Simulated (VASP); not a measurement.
A run of VASP 6.6.1 is set up as follows.

INCAR

```
SYSTEM = TiSi2
PREC = Accurate ; ENCUT = 520
EDIFF = 1E-6 ; ISMEAR = -1
SIGMA = 0.15 ; LREAL = .FALSE.
LASPH = .TRUE. ; NELM = 100
ALGO = Normal ; ISIF = 2
LWAVE = .FALSE. ; LCHARG = .FALSE.
NBANDS = 17
```

File KPOINTS:

```
Automatic mesh
0
G
  3 3 3
  0 0 0
```

File POSCAR:

```
TiSi2
1.0
   -1.4728720000      1.7121300000      4.2120830000
    1.4728720000     -1.7121300000      4.2120830000
    1.4728720000      1.7121300000     -4.2120830000
Ti Si
1 2
Direct
    0.0000000000      0.0000000000      0.0000000000
    0.3299220000      0.3299220000      0.0000000000
    0.6700780000      0.6700780000      0.0000000000
```

Potentials or basis: VASP PAW LDA potentials, release 64 (Ti_sv, Si).

Command:

```bash
$ cat potpaw_LDA.64/Ti_sv/POTCAR potpaw_LDA.64/Si/POTCAR > POTCAR
$ mpirun -np 1 vasp_std > vasp.out
```

Predict the band gap on the k mesh.

zero (band 10 reaches 11.03 eV, above the bottom of band 11 at 9.43 eV).

Predict the largest force.

0.197 eV/Å.

Predict the pressure.

-6.7 GPa.

Forces on the atoms (eV/Å):
```
Ti   0.000  0.000  0.000
Si   0.000  0.000  0.197
Si   0.000  0.000 -0.197
```

Caveat: the k points lie up to 0.94 Å⁻¹ apart.
